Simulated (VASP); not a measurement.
Runs of VASP 6.6.1 on Ge. The cell holds an amorphous packing of atoms, 14 atoms: a = 6.680 Å, b = 7.035 Å, c = 6.879 Å, α = 92.79°, β = 92.55°, γ = 89.61°. 

```tsv
smearing	gap on the mesh (eV)	pressure (GPa)	largest force (eV/Å)
fermi-dirac 0.05 eV	0.70	-0.8	1.24
fermi-dirac 0.2585 eV	0.24	3.1	3.38
fermi-dirac 0.1034 eV	0.48	-0.2	2.25
fermi-dirac 0.1861 eV	(a)	(b)	3.13
```

Alike in all rows: task single point; level PBE; potentials or basis VASP PAW PBE potentials, release 64 (Ge_d); no spin polarisation; cell as given; k mesh 1 × 1 × 1, shifted; cutoff (eV) 520.

Estimate the missing entries.

(a) 0.33; (b) 1.5.

Caveats: all runs use coarse meshes.

A k mesh can miss the band edges, and the runs leave out spin-orbit coupling on Ge.
